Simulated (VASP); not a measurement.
# Si2Bi2S (I4/mmm) in VASP: relaxation of cell and atoms with PBE

Aim: the relaxation of cell and atoms of Si2Bi2S with PBE.

Everything below comes from runs of VASP 6.6.1. Logs are shortened: lines on timing, memory, paths and dates and some standing lists are left out, and cuts for length are marked.

## (1) The cell of the first run

The structure is tetragonal, space group I4/mmm (No. 139). Conventional cell: a = 5.236 Å, b = 5.236 Å, c = 8.763 Å, α = 90.00°, β = 90.00°, γ = 90.00°. Si (site symmetry 4mm) has 1 Si at 2.32 Å and 4 Bi at 2.81 Å and 1 S at 3.22 Å within 3.3 Å. Bi (site symmetry -4m2) has 4 Si at 2.81 Å and 4 S at 3.41 Å and 4 Bi at 3.70 Å within 3.8 Å. Within 4.2 Å of S (site symmetry 4/mmm) lie 10 Si at 3.22 to 3.88 Å and 8 Bi at 3.41 Å.

The cell was built from a structure type or drawn by symmetry, and may not be a known phase.

## (2) Relaxation of cell and atoms, PBE

Input file INCAR:

```
  PREC = Accurate
  ENCUT = 600
  EDIFF = 1E-6
  ISMEAR = 0
  SIGMA = 0.1
  LREAL = False
  LASPH = True
  NELM = 60
  ALGO = Normal
  ISIF = 3
  LWAVE = False
  LCHARG = False
  GGA = PE
  IBRION = 2
  NSW = 100
  EDIFFG = -0.01
```

Input file KPOINTS:

```
Automatic mesh
0
Gamma
  10 10 10
```

Input file POSCAR:

```
Si2Bi2S
1.0
   -2.6178098340      2.6178098340      4.3815378272
    2.6178098340     -2.6178098340      4.3815378272
    2.6178098340      2.6178098340     -4.3815378272
Si Bi S
2 2 1
Direct
    0.6324405504      0.6324405504      0.0000000000
    0.3675594496      0.3675594496      0.0000000000
    0.7500000000      0.2500000000      0.5000000000
    0.2500000000      0.7500000000      0.5000000000
    0.0000000000      0.0000000000      0.0000000000
```

Potentials or basis: VASP PAW PBE potentials, release 64 (Si, Bi_d, S).

Run with:

```
cat potpaw_PBE.64/Si/POTCAR potpaw_PBE.64/Bi_d/POTCAR potpaw_PBE.64/S/POTCAR > POTCAR
mpirun -np 1 vasp_std > vasp.out
```

OUTCAR:

```text
PREC = Accurate
   ENCUT = 600
   EDIFF = 1E-6
   ISMEAR = 0
   LREAL = False
   LASPH = True
   NELM = 60
   ISIF = 3
   GGA = PE
   IBRION = 2
   NSW = 100
   EDIFFG = -0.01

 ion  position               nearest neighbor table
   1  0.632  0.632  0.000-   2 2.32   3 2.81   4 2.81   3 2.81   4 2.81
   2  0.368  0.368  0.000-   1 2.32   4 2.81   3 2.81   3 2.81   4 2.81
   3  0.750  0.250  0.500-   2 2.81   1 2.81   2 2.81   1 2.81   4 3.70   4 3.70   4 3.70   4 3.70

   4  0.250  0.750  0.500-   2 2.81   1 2.81   2 2.81   1 2.81   3 3.70   3 3.70   3 3.70   3 3.70

   5  0.000  0.000  0.000-

  LATTYP: Found a body centered tetragonal cell.
 ALAT       =     5.2356196680
 C/A-ratio  =     1.6737418319

  Lattice vectors:

 A1 = (  -2.6178098340,   2.6178098340,   4.3815378272)
 A2 = (   2.6178098340,  -2.6178098340,   4.3815378272)
 A3 = (   2.6178098340,   2.6178098340,  -4.3815378272)

Analysis of symmetry for initial positions (statically):
=====================================================================
 Subroutine PRICEL returns:
 Original cell was already a primitive cell.

 Routine SETGRP: Setting up the symmetry group for a
 body centered tetragonal supercell.

 Subroutine GETGRP returns: Found 16 space group operations
 (whereof 16 operations were pure point group operations)
 out of a pool of 16 trial point group operations.

The static configuration has the point symmetry D_4h.

Analysis of symmetry for dynamics (positions and initial velocities):
=====================================================================
 Subroutine PRICEL returns:
 Original cell was already a primitive cell.

 Routine SETGRP: Setting up the symmetry group for a
 body centered tetragonal supercell.

 Subroutine GETGRP returns: Found 16 space group operations
 (whereof 16 operations were pure point group operations)
 out of a pool of 16 trial point group operations.

The dynamic configuration has the point symmetry D_4h.

 Subroutine INISYM returns: Found 16 space group operations
 (whereof 16 operations are pure point group operations),
 and found     1 'primitive' translations

----------------------------------------------------------------------------------------

                                     Primitive cell

  volume of cell :     120.1055

  direct lattice vectors                    reciprocal lattice vectors
    -2.617809834  2.617809834  4.381537827     0.000000000  0.190999359  0.114115185
     2.617809834 -2.617809834  4.381537827     0.190999359  0.000000000  0.114115185
     2.617809834  2.617809834 -4.381537827     0.190999359  0.190999359  0.000000000

  length of vectors
     5.736177332  5.736177332  5.736177332     0.222492765  0.222492765  0.270113884

  position of ions in fractional coordinates (direct lattice)
     0.632440550  0.632440550  0.000000000
     0.367559450  0.367559450  0.000000000
     0.750000000  0.250000000  0.500000000
     0.250000000  0.750000000  0.500000000
     0.000000000  0.000000000  0.000000000

  ion indices of the primitive-cell ions
   primitive index   ion index
                 1           1
                 2           2
                 3           3
                 4           4
                 5           5

----------------------------------------------------------------------------------------

 KPOINTS: Automatic mesh

Automatic generation of k-mesh.
 Grid dimensions read from file:
 generate k-points for:   10   10   10

 Generating k-lattice:

  Cartesian coordinates                     Fractional coordinates (reciprocal lattice)
     0.000000000  0.019099936  0.011411519     0.100000000  0.000000000 -0.000000000
     0.019099936  0.000000000  0.011411519     0.000000000  0.100000000 -0.000000000
     0.019099936  0.019099936  0.000000000     0.000000000  0.000000000  0.100000000

  Length of vectors
     0.022249277  0.022249277  0.027011388

  Shift w.r.t. Gamma in fractional coordinates (k-lattice)
     0.000000000  0.000000000  0.000000000

 Subroutine IBZKPT returns following result:
 ===========================================

 Found    102 irreducible k-points:

 Following reciprocal coordinates:
            Coordinates               Weight
  0.000000  0.000000  0.000000      1.000000
  0.100000  0.000000 -0.000000      8.000000
  0.200000  0.000000 -0.000000      8.000000
  0.300000  0.000000  0.000000      8.000000
  0.400000  0.000000 -0.000000      8.000000
  0.500000  0.000000  0.000000      4.000000
[... 16 lines left out ...]
  0.300000  0.300000  0.000000      8.000000
  0.400000  0.300000  0.000000     16.000000
 [... further k-points ...]
   k-points           NKPTS =    102   k-points in BZ     NKDIM =    102   number of bands    NBANDS=     26
   number of dos      NEDOS =    301   number of ions     NIONS =      5
   total plane-waves  NPLWV = 110592
   dimension x,y,z NGX =    48 NGY =   48 NGZ =   48
   dimension x,y,z NGXF=    96 NGYF=   96 NGZF=   96
   ions per type =               2   2   1
   NGX,Y,Z   is equivalent  to a cutoff of  13.91, 13.91, 13.91 a.u.
   NGXF,Y,Z  is equivalent  to a cutoff of  27.82, 27.82, 27.82 a.u.
 SYSTEM =  unknown system
   PREC   = accura    normal or accurate (medium, high low for compatibility)
   ISTART =      0    job   : 0-new  1-cont  2-samecut
   ICHARG =      2    charge: 1-file 2-atom 10-const
   ISPIN  =      1    spin polarized calculation?
   LNONCOLLINEAR =      F non collinear calculations
   LSORBIT =      F    spin-orbit coupling
   LASPH  =      T    aspherical Exc in radial PAW
   ENCUT  =  600.0 eV  44.10 Ry    6.64 a.u.  11.46 11.46 11.46*2*pi/ulx,y,z
   NELM   =     60;   NELMIN=  2; NELMDL= -5     # of ELM steps
   EDIFF  = 0.1E-05   stopping-criterion for ELM
   LREAL  =      F    real-space projection
   EDIFFG = -.1E-01   stopping-criterion for IOM
   NSW    =    100    number of steps for IOM
   IBRION =      2    ionic relax: 0-MD 1-quasi-New 2-CG
   NFREE  =      1    steps in history (QN), initial steepest desc. (CG)
   ISIF   =      3    stress and relaxation
   ISYM   =      2    0-nonsym 1-usesym 2-fastsym
   POTIM  = 0.5000    time-step for ionic-motion
   TEBEG  =    0.0;   TEEND  =   0.0 temperature during run
   PSTRESS=    0.0 pullay stress
   NELECT =      44.0000    total number of electrons
   NUPDOWN=      -1.0000    fix difference up-down
   EMIN   =  10.00;   EMAX   =-10.00  energy-range for DOS
   EFERMI =   0.00;   METHOD = LEGACY
   ISMEAR =     0;   SIGMA  =   0.10  broadening in eV -4-tet -1-fermi 0-gaus
   EFERMI_NEDOS =   21; number of points for ismear=-14 and -15
   IALGO  =     38    algorithm
   IMIX   =      4    mixing-type and parameters
     AMIX     =   0.40;   BMIX     =  1.00
     AMIX_MAG =   1.60;   BMIX_MAG =  1.00
  volume/ion in A,a.u.               =      24.02       162.10
  Fermi-wavevector in a.u.,A,eV,Ry     =   1.171399  2.213623 18.669579  1.372175
  Thomas-Fermi vector in A             =   2.307843
   LORBIT       =      0    0 simple, 1 ext, 2 COOP (PROOUT), +10 PAW based schemes
   GGA     = PE    functional components
   LHFCALC =     F    Hartree Fock is set to
   AEXX    =    0.0000 exact exchange contribution
   IVDW    =     0    specifies the selected vdW correction
   LEPSILON=     F    determine dielectric tensor
   LRPA    =     F    only Hartree local field effects (RPA)
 conjugate gradient relaxation of ions
 non-spin polarized calculation
 Gauss-broadening in eV      SIGMA  =   0.10
  energy-cutoff  :      600.00
  volume of cell :      120.11
 maximum number of plane-waves:      4040
 NGX is ok and might be reduce to    48
   NGX = 23   NGY = 23   NGZ = 23

--------------------------------------- Ionic step        1  -------------------------------------------

 number of electron      44.0000005 magnetization

 Free energy of the ion-electron system (eV)
  ---------------------------------------------------
  ext. energy  EPLUGINS =         0.00000000
  ---------------------------------------------------
  free energy    TOTEN  =       -20.78494922 eV

  energy without entropy =      -20.77551167  energy(sigma->0) =      -20.78023044

------------------------ aborting loop because EDIFF is reached ----------------------------------------

  FORCE on cell =-STRESS in cart. coord.  units (eV):
  Direction    XX          YY          ZZ          XY          YZ          ZX
  --------------------------------------------------------------------------------------
  -------------------------------------------------------------------------------------
  Total        0.2384286      0.2384286      0.1110517      0.0000000     -0.0000000      0.0000000
  in kB        3.1805786      3.1805786      1.4814018      0.0000000     -0.0000000      0.0000000
  external PRESSURE =       2.6141864 kB  Pullay stress =       0.0000000 kB
[... 63 lines left out ...]
  energy  without entropy=      -20.7757977613  energy(sigma->0) =      -20.78058575

--------------------------------------- Ionic step        3  -------------------------------------------

 number of electron      44.0000004 magnetization

 Free energy of the ion-electron system (eV)
  ---------------------------------------------------
  ext. energy  EPLUGINS =         0.00000000
  ---------------------------------------------------
  free energy    TOTEN  =       -20.78542382 eV

  energy without entropy =      -20.77588276  energy(sigma->0) =      -20.78065329

 E-fermi :   6.5540     XC(G=0): -10.0142

 val. band max:        6.5483252596   @ k =   0.2000   0.0000  -0.0000
 cond. band min:       6.5557237582   @ k =  -0.2000   0.3000   0.1000
 fundamental gap:      0.0073984986
 Fermi energy:         6.5539855770

 k-point     1 :       0.0000    0.0000    0.0000
  band No.  band energies     occupation
      1     -16.3813      2.00000
      2     -16.3618      2.00000
      3     -16.3617      2.00000
      4     -16.3452      2.00000
      5     -16.3452      2.00000
      6     -16.3171      2.00000
[... 685 lines left out ...]
     25       9.3276      0.00000
     26       9.6876      0.00000

 [... further k-points ...]

------------------------ aborting loop because EDIFF is reached ----------------------------------------

  FORCE on cell =-STRESS in cart. coord.  units (eV):
  Direction    XX          YY          ZZ          XY          YZ          ZX
  --------------------------------------------------------------------------------------
  -------------------------------------------------------------------------------------
  Total        0.0038547      0.0038547     -0.0189338      0.0000000      0.0000000      0.0000000
  in kB        0.0511983      0.0511983     -0.2514810      0.0000000      0.0000000      0.0000000
  external PRESSURE =      -0.0496948 kB  Pullay stress =       0.0000000 kB
[... 20 lines left out ...]
  FREE ENERGIE OF THE ION-ELECTRON SYSTEM (eV)
  ---------------------------------------------------
  free  energy   TOTEN  =       -20.7854238211 eV

  energy  without entropy=      -20.7758827584  energy(sigma->0) =      -20.78065329

 reached required accuracy - stopping structural energy minimisation
```

It took 21 min on 1 thread of Intel Xeon 8259CL, shared host; peak memory 0.6 GiB.

What came out:

```
Free energy                           : -20.7854 eV
Relaxed volume                        : 24.13 Å³/atom
Relaxed cell                          : a = 5.743 Å, b = 5.743 Å, c = 5.743 Å, α = 125.66°, β = 125.66°, γ = 80.44°
Space group after relaxing (to 0.1 Å) : I4/mmm (No. 139)
Energy gained by relaxing             : 0.1 meV/atom
Ionic steps                           : 3
Pressure after relaxing               : 0.0 GPa
Largest force after relaxing          : 0.007 eV/Å
Band gap on the k mesh                : zero (bands 22 and 23 overlap by 2.77 eV)
```

Forces in eV/Å, atoms in the order of the input:
```
Si   0.000  0.000  0.007
Si   0.000  0.000 -0.007
Bi   0.000  0.000  0.000
Bi   0.000  0.000  0.000
S    0.000  0.000  0.000
```

Step by step:
```csv
step,energy change (eV),largest force (eV/Å),pressure (GPa),volume (Å³)
1,0.0000,0.0097,0.26,120.11
2,-0.0004,0.0119,-0.09,120.79
3,-0.0005,0.0069,0.00,120.63
```

Final structure:
```xyz
5
Lattice="-2.6224 2.6224 4.3851 2.6224 -2.6224 4.3851 2.6224 2.6224 -4.3851" Properties=species:S:1:pos:R:3 pbc="T T T"
Si    0.0000    0.0000    5.5463
Si    0.0000    0.0000    3.2239
Bi    0.0000    2.6224    2.1926
Bi    2.6224    0.0000    2.1926
S     0.0000    0.0000    0.0000
```

Caveat: spin-orbit coupling is left out, which moves the levels of the heavy elements.
